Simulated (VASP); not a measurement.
Si8O17 (a cell with a defect), 25 atoms in the cell. The cell holds a defect, 25 atoms: a = 5.911 Å, b = 5.911 Å, c = 5.334 Å, α = 90.00°, β = 90.00°, γ = 90.00°. 

```yaml
Program: VASP 6.6.1
Task: single point
Functional: PBE
Potentials_or_basis: VASP PAW PBE potentials, release 64 (Si, O)
Cutoff: 520 eV
k_mesh: 2 × 2 × 3
Occupations: fermi-dirac, width 0.05 eV
Spin: collinear spin, zero start
Starting_moments: "[0.0, 0.0, 0.0, 0.0, 0.0, 0.0, 0.0, 0.0, 0.0, 0.0, 0.0, 0.0, 0.0, 0.0, 0.0, 0.0, 0.0, 0.0, 0.0, 0.0, 0.0, 0.0, 0.0, 0.0, 0.0] μB"
Dipole_correction: no
Further_INCAR_settings: LREAL = Auto; ALGO = Normal; EDIFF = 1e-07; NBANDS = 89
```

Potentials or basis: VASP PAW PBE potentials, release 64 (Si, O).

Launch:

```sh
$ cat potpaw_PBE.64/Si/POTCAR potpaw_PBE.64/O/POTCAR > POTCAR
$ mpirun -np 1 vasp_std > vasp.out
```

Hardware: 1 thread of AMD EPYC 7R13, on a shared host.

**Question.** How long does it take, and how much memory?

**Answer.** Wall time 9.2 min on 1 thread of AMD EPYC 7R13, with other jobs on the host, peak memory 0.44 GiB. Counts: scf iterations 16, k points 8.
